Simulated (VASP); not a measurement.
# HOs (P6_3mc) in VASP: single point with PBE

Aim: the single point of HOs with PBE.

All numbers are computed with VASP 6.6.1; they aren't measurements. Logs are shortened: lines on timing, memory, paths and dates and some standing lists are left out, and cuts for length are marked.

**1. The cell of the first run**

The structure is hexagonal, space group P6_3mc (No. 186). The conventional cell has a = 2.957 Å, b = 2.957 Å, c = 4.692 Å, α = 90.00°, β = 90.00°, γ = 120.00°. H (site symmetry 3m) has 4 Os at 1.79 to 1.82 Å within 2.4 Å. Os (site symmetry 3m) has 4 H at 1.79 to 1.82 Å within 2.4 Å.

**2. Single point, PBE**

Input file INCAR:

```
PREC = Accurate
ENCUT = 1230
EDIFF = 1E-6
ISMEAR = 0
SIGMA = 0.1
LREAL = F
LASPH = T
NELM = 120
ALGO = Normal
ISIF = 2
LWAVE = F
LCHARG = T
GGA = PE
LELF = T
LVHAR = T
NBANDS = 25
GGA_COMPAT = F
```

Input file KPOINTS:

```
regular mesh
0
Gamma
  6 6 4
```

Input file POSCAR:

```
HOs
1.0
    2.9570263716      0.0000000000      0.0000000000
   -1.4785131858      2.5608599574      0.0000000000
    0.0000000000      0.0000000000      4.6920051008
H Os
2 2
Direct
    0.3333333333      0.6666666667     -0.0024374247
    0.6666666667      0.3333333333      0.4975625753
    0.3333333333      0.6666666667      0.3845374247
    0.6666666667      0.3333333333      0.8845374247
```

Potentials or basis: VASP PAW PBE potentials, release 64 (H_h, Os_sv_GW).

Command:

```console
> cat potpaw_PBE.64/H_h/POTCAR potpaw_PBE.64/Os_sv_GW/POTCAR > POTCAR
> mpirun -np 1 vasp_std > vasp.out
```

OUTCAR:

```text
PREC = Accurate
   ENCUT = 1230
   EDIFF = 1E-6
   ISMEAR = 0
   LREAL = F
   LASPH = T
   NELM = 120
   ISIF = 2
   GGA = PE

 ion  position               nearest neighbor table
   1  0.333  0.667  0.998-   4 1.79   4 1.79   4 1.79   3 1.82
   2  0.667  0.333  0.498-   3 1.79   3 1.79   3 1.79   4 1.82
   3  0.333  0.667  0.385-   2 1.79   2 1.79   2 1.79   1 1.82   4 2.90   4 2.90   4 2.90   4 2.90
                             4 2.90   4 2.90
   4  0.667  0.333  0.885-   1 1.79   1 1.79   1 1.79   2 1.82   3 2.90   3 2.90   3 2.90   3 2.90
                             3 2.90   3 2.90

  LATTYP: Found a hexagonal cell.
 ALAT       =     2.9570263716
 C/A-ratio  =     1.5867308949

  Lattice vectors:

 A1 = (   2.9570263716,   0.0000000000,   0.0000000000)
 A2 = (  -1.4785131858,   2.5608599574,   0.0000000000)
 A3 = (   0.0000000000,   0.0000000000,   4.6920051008)

Analysis of symmetry for initial positions (statically):
=====================================================================
 Subroutine PRICEL returns:
 Original cell was already a primitive cell.

 Routine SETGRP: Setting up the symmetry group for a
 hexagonal supercell.

 Subroutine GETGRP returns: Found 12 space group operations
 (whereof  6 operations were pure point group operations)
 out of a pool of 24 trial point group operations.

The static configuration has the point symmetry C_3v.
 The point group associated with its full space group is C_6v.

Analysis of symmetry for dynamics (positions and initial velocities):
=====================================================================
 Subroutine PRICEL returns:
 Original cell was already a primitive cell.

 Routine SETGRP: Setting up the symmetry group for a
 hexagonal supercell.

 Subroutine GETGRP returns: Found 12 space group operations
 (whereof  6 operations were pure point group operations)
 out of a pool of 24 trial point group operations.

The dynamic configuration has the point symmetry C_3v.
 The point group associated with its full space group is C_6v.

 Subroutine INISYM returns: Found 12 space group operations
 (whereof  6 operations are pure point group operations),
 and found     1 'primitive' translations

----------------------------------------------------------------------------------------

                                     Primitive cell

  volume of cell :      35.5304

  direct lattice vectors                    reciprocal lattice vectors
     2.957026372  0.000000000  0.000000000     0.338177572  0.195246912  0.000000000
    -1.478513186  2.560859957  0.000000000     0.000000000  0.390493825  0.000000000
     0.000000000  0.000000000  4.692005101     0.000000000  0.000000000  0.213128498

  length of vectors
     2.957026372  2.957026372  4.692005101     0.390493825  0.390493825  0.213128498

  position of ions in fractional coordinates (direct lattice)
     0.333333333  0.666666667  0.997562575
     0.666666667  0.333333333  0.497562575
     0.333333333  0.666666667  0.384537425
     0.666666667  0.333333333  0.884537425

  ion indices of the primitive-cell ions
   primitive index   ion index
                 1           1
                 2           2
                 3           3
                 4           4

----------------------------------------------------------------------------------------

 KPOINTS: regular mesh

Automatic generation of k-mesh.
 Grid dimensions read from file:
 generate k-points for:    6    6    4

 Generating k-lattice:

  Cartesian coordinates                     Fractional coordinates (reciprocal lattice)
     0.056362929  0.032541152  0.000000000     0.166666667  0.000000000  0.000000000
     0.000000000  0.065082304  0.000000000     0.000000000  0.166666667  0.000000000
     0.000000000  0.000000000  0.053282125     0.000000000  0.000000000  0.250000000

  Length of vectors
     0.065082304  0.065082304  0.053282125

  Shift w.r.t. Gamma in fractional coordinates (k-lattice)
     0.000000000  0.000000000  0.000000000

 Subroutine IBZKPT returns following result:
 ===========================================

 Found     21 irreducible k-points:

 Following reciprocal coordinates:
            Coordinates               Weight
  0.000000  0.000000  0.000000      1.000000
  0.166667  0.000000  0.000000      6.000000
  0.333333  0.000000  0.000000      6.000000
  0.500000  0.000000  0.000000      3.000000
  0.166667  0.166667  0.000000      6.000000
  0.333333  0.166667  0.000000     12.000000
[... 13 lines left out ...]
  0.333333  0.166667  0.500000     12.000000
  0.333333  0.333333  0.500000      2.000000
   k-points           NKPTS =     21   k-points in BZ     NKDIM =     21   number of bands    NBANDS=     25
   number of dos      NEDOS =    301   number of ions     NIONS =      4
   total plane-waves  NPLWV =  69984
   dimension x,y,z NGX =    36 NGY =   36 NGZ =   54
   dimension x,y,z NGXF=    72 NGYF=   72 NGZF=  108
   ions per type =               2   2
   NGX,Y,Z   is equivalent  to a cutoff of  20.24, 20.24, 19.13 a.u.
   NGXF,Y,Z  is equivalent  to a cutoff of  40.48, 40.48, 38.27 a.u.
 SYSTEM =  unknown system
   PREC   = accura    normal or accurate (medium, high low for compatibility)
   ISTART =      0    job   : 0-new  1-cont  2-samecut
   ICHARG =      2    charge: 1-file 2-atom 10-const
   ISPIN  =      1    spin polarized calculation?
   LNONCOLLINEAR =      F non collinear calculations
   LSORBIT =      F    spin-orbit coupling
   LASPH  =      T    aspherical Exc in radial PAW
   ENCUT  = 1230.0 eV  90.40 Ry    9.51 a.u.   8.46  8.46 13.42*2*pi/ulx,y,z
   NELM   =    120;   NELMIN=  2; NELMDL= -5     # of ELM steps
   EDIFF  = 0.1E-05   stopping-criterion for ELM
   LREAL  =      F    real-space projection
   EDIFFG = 0.1E-04   stopping-criterion for IOM
   NSW    =      0    number of steps for IOM
   IBRION =     -1    ionic relax: 0-MD 1-quasi-New 2-CG
   NFREE  =      0    steps in history (QN), initial steepest desc. (CG)
   ISIF   =      2    stress and relaxation
   ISYM   =      2    0-nonsym 1-usesym 2-fastsym
   POTIM  = 0.5000    time-step for ionic-motion
   TEBEG  =    0.0;   TEEND  =   0.0 temperature during run
   PSTRESS=    0.0 pullay stress
   NELECT =      34.0000    total number of electrons
   NUPDOWN=      -1.0000    fix difference up-down
   EMIN   =  10.00;   EMAX   =-10.00  energy-range for DOS
   EFERMI =   0.00;   METHOD = LEGACY
   ISMEAR =     0;   SIGMA  =   0.10  broadening in eV -4-tet -1-fermi 0-gaus
   EFERMI_NEDOS =   21; number of points for ismear=-14 and -15
   IALGO  =     38    algorithm
   IMIX   =      4    mixing-type and parameters
     AMIX     =   0.40;   BMIX     =  1.00
     AMIX_MAG =   1.60;   BMIX_MAG =  1.00
  volume/ion in A,a.u.               =       8.88        59.94
  Fermi-wavevector in a.u.,A,eV,Ry     =   1.613249  3.048598 35.410130  2.602571
  Thomas-Fermi vector in A             =   2.708348
   LORBIT       =      0    0 simple, 1 ext, 2 COOP (PROOUT), +10 PAW based schemes
   GGA     = PE    functional components
   LHFCALC =     F    Hartree Fock is set to
   AEXX    =    0.0000 exact exchange contribution
   IVDW    =     0    specifies the selected vdW correction
   LEPSILON=     F    determine dielectric tensor
   LRPA    =     F    only Hartree local field effects (RPA)
 non-spin polarized calculation
 Gauss-broadening in eV      SIGMA  =   0.10
  energy-cutoff  :     1230.00
  volume of cell :       35.53
 maximum number of plane-waves:      3519
 NGX is ok and might be reduce to    36
   NGX = 17   NGY = 17   NGZ = 27

 number of electron      34.0000000 magnetization

 Free energy of the ion-electron system (eV)
  ---------------------------------------------------
  ext. energy  EPLUGINS =         0.00000000
  ---------------------------------------------------
  free energy    TOTEN  =       -28.96030634 eV

  energy without entropy =      -28.94415885  energy(sigma->0) =      -28.95223259

 E-fermi :  11.3076     XC(G=0): -13.5961

 val. band max:       11.3059499193   @ k =   0.3333   0.3333   0.0000
 cond. band min:      11.3956747677   @ k =   0.1667   0.1667   0.5000
 fundamental gap:      0.0897248484
 Fermi energy:        11.3076178427

 k-point     1 :       0.0000    0.0000    0.0000
  band No.  band energies     occupation
      1     -75.3142      2.00000
      2     -75.2744      2.00000
      3     -35.0343      2.00000
      4     -34.5399      2.00000
      5     -34.5399      2.00000
      6     -34.4848      2.00000
[... 17 lines left out ...]
     24      24.0677      0.00000
     25      28.0251      0.00000

 k-point     2 :       0.1667    0.0000    0.0000
  band No.  band energies     occupation
      1     -75.3068      2.00000
      2     -75.2717      2.00000
      3     -34.9910      2.00000
      4     -34.6294      2.00000
      5     -34.5684      2.00000
      6     -34.5487      2.00000
[... 17 lines left out ...]
     24      24.5335      0.00000
     25      25.5400      0.00000

 k-point     3 :       0.3333    0.0000    0.0000
  band No.  band energies     occupation
      1     -75.2905      2.00000
      2     -75.2676      2.00000
      3     -34.8876      2.00000
      4     -34.8063      2.00000
      5     -34.7296      2.00000
      6     -34.6226      2.00000
[... 17 lines left out ...]
     24      21.7784      0.00000
     25      22.9364      0.00000

 k-point     4 :       0.5000    0.0000    0.0000
  band No.  band energies     occupation
      1     -75.2805      2.00000
      2     -75.2674      2.00000
      3     -34.9019      2.00000
      4     -34.8172      2.00000
      5     -34.8026      2.00000
      6     -34.6487      2.00000
[... 17 lines left out ...]
     24      19.6513      0.00000
     25      20.9557      0.00000
[... 393 lines left out ...]
 k-point    19 :       0.1667    0.1667    0.5000
  band No.  band energies     occupation
      1     -75.2816      2.00000
      2     -75.2816      2.00000
      3     -34.8456      2.00000
      4     -34.8456      2.00000
      5     -34.6092      2.00000
      6     -34.6092      2.00000
[... 17 lines left out ...]
     24      21.9709      0.00000
     25      24.1172      0.00000

 k-point    20 :       0.3333    0.1667    0.5000
  band No.  band energies     occupation
      1     -75.2740      2.00000
      2     -75.2740      2.00000
      3     -34.9224      2.00000
      4     -34.9224      2.00000
      5     -34.6629      2.00000
      6     -34.6629      2.00000
[... 17 lines left out ...]
     24      21.4053      0.00000
     25      23.4006      0.00000

 k-point    21 :       0.3333    0.3333    0.5000
  band No.  band energies     occupation
      1     -75.2714      2.00000
      2     -75.2714      2.00000
      3     -34.9051      2.00000
      4     -34.9051      2.00000
      5     -34.7336      2.00000
      6     -34.7336      2.00000
[... 17 lines left out ...]
     24      18.9579      0.00000
     25      24.5581      0.00000

------------------------ aborting loop because EDIFF is reached ----------------------------------------

  FORCE on cell =-STRESS in cart. coord.  units (eV):
  Direction    XX          YY          ZZ          XY          YZ          ZX
  --------------------------------------------------------------------------------------
  -------------------------------------------------------------------------------------
  Total        0.0479198      0.0479198      0.0306105      0.0000000      0.0000000     -0.0000000
  in kB        2.1608580      2.1608580      1.3803260      0.0000000      0.0000000     -0.0000000
  external PRESSURE =       1.9006807 kB  Pullay stress =       0.0000000 kB

 VOLUME and BASIS-vectors are now :
 -----------------------------------------------------------------------------
  energy-cutoff  :     1230.00
  volume of cell :       35.53
      direct lattice vectors                 reciprocal lattice vectors
     2.957026372  0.000000000  0.000000000     0.338177572  0.195246912  0.000000000
    -1.478513186  2.560859957  0.000000000     0.000000000  0.390493825  0.000000000
     0.000000000  0.000000000  4.692005101     0.000000000  0.000000000  0.213128498

 POSITION                                       TOTAL-FORCE (eV/Angst)
 -----------------------------------------------------------------------------------
     -0.00000      1.70724      4.68057        -0.000000     -0.000000      0.000315
      1.47851      0.85362      2.33457         0.000000      0.000000      0.000315
     -0.00000      1.70724      1.80425        -0.000000      0.000000     -0.000315
      1.47851      0.85362      4.15025         0.000000     -0.000000     -0.000315
 -----------------------------------------------------------------------------------
    total drift:                               -0.000001      0.000000      0.000104

  FREE ENERGIE OF THE ION-ELECTRON SYSTEM (eV)
  ---------------------------------------------------
  free  energy   TOTEN  =       -28.9603063373 eV

  energy  without entropy=      -28.9441588484  energy(sigma->0) =      -28.95223259
```

Run time: 53 s. Hardware: 1 thread of AMD EPYC 7R13 (Zen 3), shared host; peak memory 0.26 GiB.

What came out:

```
Free energy            : -28.9603 eV
Pressure               : 0.2 GPa
Band gap on the k mesh : zero (bands 17 and 18 overlap by 2.99 eV)
```

Stress tensor (GPa, compression positive):
```
0.22 0.00 0.00
0.00 0.22 0.00
0.00 0.00 0.14
```

Caveat: the k points lie up to 0.41 Å⁻¹ apart, too coarse for converged energies and pressures of a metal; spin-orbit coupling is left out, which moves the levels of the heavy elements.

The gap in the log of VASP goes by the Fermi energy; the results here count the filled bands.